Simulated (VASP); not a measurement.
Wanted: the native input for a VASP 6.6.1 run.

```
Task                   : relaxation of cell and atoms
Functional             : PBE
Potentials or basis    : VASP PAW PBE potentials, release 64 (Zn, F)
Cutoff                 : 600 eV
k mesh                 : 6 × 6 × 9
Occupations            : gaussian, width 0.01 eV
Spin                   : no spin polarisation
Dipole correction      : no
Further INCAR settings : ALGO = Normal; EDIFF = 1e-07; IBRION = 2; EDIFFG = -0.001; NSW = 80; ISIF = 3
```

The structure of ZnF2 lies in POSCAR:

```
ZnF2
1.0
    4.7040000000      0.0000000000      0.0000000000
    0.0000000000      4.7040000000      0.0000000000
    0.0000000000      0.0000000000      3.1340000000
Zn F
2 4
Direct
    0.0000000000      0.0000000000      0.0000000000
    0.5000000000      0.5000000000      0.5000000000
    0.3030000000      0.3030000000      0.0000000000
    0.6970000000      0.6970000000      0.0000000000
    0.1970000000      0.8030000000      0.5000000000
    0.8030000000      0.1970000000      0.5000000000
```

One way to write it, as run:

INCAR

```
PREC     = Accurate       # precision mode
ENCUT    = 600            # plane-wave cutoff, eV
EDIFF    = 1E-7           # SCF threshold, eV
ISMEAR   = 0              # smearing method
SIGMA    = 0.01           # smearing width, eV
LREAL    = False          # projectors in reciprocal space
LASPH    = True           # aspherical terms in the spheres
NELM     = 120            # most SCF steps
ALGO     = Normal         # electronic algorithm
ISIF     = 3              # what is computed and relaxed
LWAVE    = False          # write WAVECAR
LCHARG   = False          # write CHGCAR
GGA      = PE             # functional
IBRION   = 2              # ionic algorithm
NSW      = 80             # ionic steps
EDIFFG   = -0.001         # ionic threshold
GGA_COMPAT= False        
NELMIN   = 4
```

KPOINTS

```
Automatic mesh
0
Gamma
  6 6 9
```

Potentials or basis: VASP PAW PBE potentials, release 64 (Zn, F).

Launch:

```sh
$ cat potpaw_PBE.64/Zn/POTCAR potpaw_PBE.64/F/POTCAR > POTCAR
$ mpirun -np 1 vasp_std > vasp.out
```

It gave:

```yaml
Relaxed_volume: 12.24 Å³/atom
Relaxed_cell: a = 4.802 Å, b = 4.802 Å, c = 3.184 Å, α = 90.00°, β = 90.00°, γ = 90.00°
Space_group_after_relaxing_to_0.1_Å: P4_2/mnm (No. 136)
Energy_gained_by_relaxing: 12.8 meV/atom
Ionic_steps: 23
Pressure_after_relaxing: 0.0 GPa
Band_gap_on_the_k_mesh: 3.44 eV
```

Caveat: an odd mesh through Γ misses points on the zone boundary, where band edges can lie.

Wall time 14 min on 1 thread of Intel(R) Xeon(R) Platinum 8488C (Sapphire Rapids), with other jobs on the host, peak memory 0.27 GiB.
